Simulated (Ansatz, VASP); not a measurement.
**CdF2 in VASP and in Ansatz**

```xyz
3
Lattice="0.0000 2.7406 2.7406 2.7406 0.0000 2.7406 2.7406 2.7406 0.0000" Properties=species:S:1:pos:R:3 pbc="T T T"
Cd    0.0000    0.0000    0.0000
F     1.3703    1.3703    1.3703
F     4.1109    4.1109    4.1109
```

Alike in both runs: functional PBE; k mesh 8 × 8 × 8; occupations gaussian, width 0.02 eV; no spin polarisation.

Ansatz relaxed the structure, and its values are those at the end. VASP's run is a single point on that final structure, the one shown.

|  | VASP | Ansatz |
| --- | --- | --- |
| version | VASP 6.6.1 | Ansatz 0.2.0 |
| potentials or method | VASP PAW PBE potentials, release 64 (Cd, F), cutoff 520 eV | scalar-relativistic, plane waves, PAW |
| valence electrons in the cell | 26 | 34 |

|  | VASP | Ansatz | Ansatz less VASP |
| --- | --- | --- | --- |
| gap on the k mesh at the Fermi level (eV) | 2.89 | 2.92 | +0.029 |
| least direct gap on the mesh (eV) | 3.44 | 3.47 | +0.029 |
| pressure (GPa) | 0.6 | 0.0 | -0.54 |

The functional is the same, so the differences come from potentials, cutoffs and numerics. VASP's potentials hold 26 valence electrons a cell and Ansatz's 34, so a difference there can come from the potentials and not from the codes.
